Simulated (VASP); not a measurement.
# AlSi62 (a cell with a defect) in VASP: notebook, part 2 of 2

VASP 6.6.1. The steps go on from the part before.

### Step 3. Single point, PBE

The input, INCAR:

```
PREC = Accurate ; ENCUT = 520
EDIFF = 1E-6 ; ISMEAR = -1
SIGMA = 0.02 ; LREAL = Auto
LASPH = T ; NELM = 80
ALGO = Normal ; ISIF = 2
LWAVE = F ; LCHARG = F
GGA = PE ; NBANDS = 162
NELECT = 250.0
```

The input, KPOINTS:

```
regular mesh
0
Gamma
  1 1 1
```

The input, POSCAR:

```
AlSi62
1.0
   10.8600000000      0.0000000000      0.0000000000
    0.0000000000     10.8600000000      0.0000000000
    0.0000000000      0.0000000000     10.8600000000
Si Al
62 1
Direct
    0.5006742165      0.0021908265      0.0009689890
    0.6226218990      0.1291307273      0.1273781010
    0.7491902357      0.2508097643      0.0008097643
    0.8708692727      0.3773781010      0.1273781010
    0.7490310110      0.0021908265      0.2493257835
    0.8752689108      0.1247310892      0.3767899380
    0.0006750299     -0.0006750299     -0.0021850830
    0.1218567941      0.1261036447      0.1251800508
    0.2491301239      0.2524183451      0.0024183451
    0.3708097328      0.3837654352      0.1337654352
    0.4974176804      0.5025823196      0.0041805284
    0.6162345648      0.6291902672      0.1337654352
    0.7475816549      0.7508698761      0.0024183451
    0.8738963553      0.8781432059      0.1251800508
    0.2491320171      0.0009332571      0.2500122937
    0.3738660184      0.1262577600      0.3761339816
    0.4974176804      0.2541805284      0.2525823196
    0.6162345648      0.3837654352      0.3791902672
    0.7458194716      0.5025823196      0.2525823196
    0.8737422400      0.6261339816      0.3761339816
    0.4999877063      0.0009332571      0.5008679829
    0.6248199492      0.1261036447      0.6281432059
    0.7475816549      0.2524183451      0.5008698761
    0.8738963553      0.3751800508      0.6281432059
    0.7521850830     -0.0006750299      0.7493249701
    0.8742713346      0.1257286654      0.8757286654
   -0.0021908265      0.4993257835      0.0009689890
    0.1228558419      0.6262924299      0.1260973012
    0.2490295880      0.7509704120      0.0008317969
    0.3737075701      0.8771441581      0.1260973012
   -0.0021908265      0.2509689890      0.2493257835
    0.1228558419      0.3760973012      0.3762924299
    0.2470552377      0.5124772291      0.2624772291
    0.4875227709      0.7529447623      0.2624772291
    0.6239026988      0.8771441581      0.3762924299
    0.0070740049     -0.0070740049      0.4975114805
    0.1257348958      0.1224845002      0.6242651042
    0.2490295880      0.2508317969      0.5009704120
    0.3737075701      0.3760973012      0.6271441581
    0.4875227709      0.5124772291      0.5029447623
    0.6239026988      0.6262924299      0.6271441581
    0.7491682031      0.7509704120      0.5009704120
    0.8775154998      0.8742651042      0.6242651042
    0.2524885195     -0.0070740049      0.7429259951
    0.3732100620      0.1247310892      0.8747310892
    0.5006742165      0.2509689890      0.7521908265
    0.6226218990      0.3773781010      0.8791307273
    0.7490310110      0.4993257835      0.7521908265
    0.8752689108      0.6267899380      0.8747310892
   -0.0009332571      0.7508679829      0.2500122937
    0.1359484313      0.8640515687      0.3742441451
   -0.0009332571      0.5000122937      0.5008679829
    0.1359484313      0.6242441451      0.6140515687
    0.3757558549      0.8640515687      0.6140515687
    0.0006750299      0.2478149170      0.7493249701
    0.1218567941      0.3751800508      0.8761036447
    0.2491320171      0.5000122937      0.7509332571
    0.3738660184      0.6261339816      0.8762577600
    0.4999877063      0.7508679829      0.7509332571
    0.6248199492      0.8781432059      0.8761036447
    0.0070740049      0.7475114805      0.7429259951
    0.1257348958      0.8742651042      0.8724845002
    0.3123580764      0.6876419236      0.4376419236
```

Potentials or basis: VASP PAW PBE potentials, release 64 (Si, Al).

Run with:

```console
> cat potpaw_PBE.64/Si/POTCAR potpaw_PBE.64/Al/POTCAR > POTCAR
> mpirun -np 1 vasp_gam > vasp.out
```

OUTCAR:

```text
PREC = Accurate
   ENCUT = 520
   EDIFF = 1E-6
   ISMEAR = -1
   LREAL = Auto
   LASPH = T
   NELM = 80
   ISIF = 2
   GGA = PE
   NELECT = 250.0

 ion  position               nearest neighbor table
   1  0.501  0.002  0.001-  60 2.34   2 2.35  45 2.36  30 2.36
   2  0.623  0.129  0.127-   3 2.35   1 2.35   5 2.35  17 2.35
   3  0.749  0.251  0.001-   2 2.35   4 2.35  47 2.35  26 2.35
   4  0.871  0.377  0.127-   3 2.35  27 2.35  31 2.35  19 2.35
   5  0.749  0.002  0.249-  14 2.34   2 2.35   6 2.36  35 2.36
[... 496 lines left out ...]
  Total        0.3453378      0.3453378      0.3453378      2.5394355     -2.5394355      2.5394355
  in kB        0.4319815      0.4319815      0.4319815      3.1765691     -3.1765691      3.1765691
  external PRESSURE =       0.4319815 kB  Pullay stress =       0.0000000 kB

 VOLUME and BASIS-vectors are now :
 -----------------------------------------------------------------------------
  energy-cutoff  :      520.00
  volume of cell :     1280.82
      direct lattice vectors                 reciprocal lattice vectors
    10.860000000  0.000000000  0.000000000     0.092081031  0.000000000  0.000000000
     0.000000000 10.860000000  0.000000000     0.000000000  0.092081031  0.000000000
     0.000000000  0.000000000 10.860000000     0.000000000  0.000000000  0.092081031

 POSITION                                       TOTAL-FORCE (eV/Angst)
 -----------------------------------------------------------------------------------
      5.43732      0.02379      0.01052         0.013370     -0.011286     -0.006179
      6.76167      1.40236      1.38333        -0.010368      0.002689      0.010368
      8.13621      2.72379      0.00879         0.001788     -0.001788     -0.001788
      9.45764      4.09833      1.38333        -0.002689      0.010368      0.010368
      8.13448      0.02379      2.70768         0.006179     -0.011286     -0.013370
      9.50542      1.35458      4.09194        -0.001710      0.001710      0.005079
[... 55 lines left out ...]
      1.36548      9.49452      9.47518         0.004651     -0.004651      0.004771
      3.39221      7.46779      4.75279        -0.005889      0.005889      0.005889
 -----------------------------------------------------------------------------------
    total drift:                               -0.019792      0.019792      0.019792

  FREE ENERGIE OF THE ION-ELECTRON SYSTEM (eV)
  ---------------------------------------------------
  free  energy   TOTEN  =      -337.2604726903 eV

  energy  without entropy=     -337.2604726007  energy(sigma->0) =     -337.26047265
```

Run time: 6.9 min. Hardware: 1 thread of AMD EPYC 7R43 (Zen 3), shared host; peak memory 1 GiB.

Results:

```
Free energy   : -337.2605 eV
Largest force : 0.023 eV/Å
```

Forces on the atoms (eV/Å):
```
Si   0.013 -0.011 -0.006
Si  -0.010  0.003  0.010
Si   0.002 -0.002 -0.002
Si  -0.003  0.010  0.010
Si   0.006 -0.011 -0.013
Si  -0.002  0.002  0.005
Si  -0.002  0.002  0.001
Si  -0.002 -0.001  0.005
Si   0.015 -0.002 -0.002
Si  -0.004  0.006  0.006
Si   0.000  0.000  0.009
Si  -0.006  0.004  0.006
Si   0.002 -0.015 -0.002
Si   0.001  0.002  0.005
Si   0.018 -0.002  0.001
Si   0.005 -0.003 -0.005
Si   0.000  0.009  0.000
Si  -0.006  0.006  0.004
Si  -0.009  0.000  0.000
Si   0.003 -0.005 -0.005
Si  -0.001 -0.002 -0.018
Si  -0.005 -0.001  0.002
Si   0.002 -0.002 -0.015
Si   0.001  0.005  0.002
Si  -0.001  0.002  0.002
Si  -0.009  0.009  0.009
Si   0.011 -0.013 -0.006
Si   0.000  0.008  0.005
Si   0.001 -0.001 -0.001
Si  -0.008  0.000  0.005
Si   0.011 -0.006 -0.013
Si   0.000  0.005  0.008
Si  -0.007 -0.007 -0.007
Si   0.007  0.007 -0.007
Si  -0.005  0.000  0.008
Si  -0.003  0.003  0.011
Si   0.005  0.005 -0.005
Si   0.001 -0.001 -0.001
Si  -0.008  0.005  0.000
Si   0.007 -0.007  0.007
Si  -0.005  0.008  0.000
Si   0.001 -0.001 -0.001
Si  -0.005 -0.005 -0.005
Si  -0.011  0.003  0.003
Si  -0.005  0.002  0.002
Si   0.013 -0.006 -0.011
Si  -0.010  0.010  0.003
Si   0.006 -0.013 -0.011
Si  -0.002  0.005  0.002
Si   0.002 -0.018  0.001
Si  -0.014  0.014 -0.011
Si   0.002  0.001 -0.018
Si  -0.014 -0.011  0.014
Si   0.011  0.014  0.014
Si  -0.002  0.001  0.002
Si  -0.002  0.005 -0.001
Si   0.018  0.001 -0.002
Si   0.005 -0.005 -0.003
Si  -0.001 -0.018 -0.002
Si  -0.005  0.002 -0.001
Si  -0.003  0.011  0.003
Si   0.005 -0.005  0.005
Al  -0.006  0.006  0.006
```

Levels at points of the mesh, in eV from the Fermi level:
```csv
k point,band 121,band 122,band 123,band 124,band 125,band 126,band 127,band 128,band 129,band 130
"(0.00, 0.00, 0.00)",-0.74,-0.74,-0.61,-0.61,-0.33,0.35,0.35,0.58,0.58,0.65
```

Caveat: the k points lie up to 0.58 Å⁻¹ apart; the cell carries a net charge on a neutralising background, which shifts energy and pressure; the cell is charged against a uniform background, so pressure and absolute levels hang on convention.
